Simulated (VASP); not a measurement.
Fe, 1 atom in the cell. The structure is cubic, space group Im-3m (No. 229). The conventional cell has a = 2.542 Å, b = 2.542 Å, c = 2.542 Å, α = 90.00°, β = 90.00°, γ = 90.00°. Fe (site symmetry m-3m) has 14 Fe at 2.20 to 2.54 Å within 2.9 Å.  This cell differs from its parent crystal: volume scaled by 0.78.

```yaml
Program: VASP 6.6.1
Task: single point
Functional: PBE
Potentials_or_basis: VASP PAW PBE potentials, release 64 (Fe)
Cutoff: 520 eV
k_mesh: 21 × 21 × 21
Occupations: fermi-dirac, width 0.1 eV
Spin: no spin polarisation
Dipole_correction: no
Further_INCAR_settings: ALGO = Normal; EDIFF = 1e-07; NBANDS = 10
```

Potentials or basis: VASP PAW PBE potentials, release 64 (Fe).

Run with:

```console
$ cat potpaw_PBE.64/Fe/POTCAR > POTCAR
$ mpirun -np 1 vasp_std > vasp.out
```

Hardware: 1 thread of AMD EPYC 7R43 64-Core Processor (Zen 3) (shared host).

**Question.** Estimate the wall time of this run.

**Answer.** Run time: 16 s on 1 thread of AMD EPYC 7R43 64-Core Processor (Zen 3), with other jobs on the host, peak memory 0.1 GiB. Counts: scf iterations 13, k points 286.
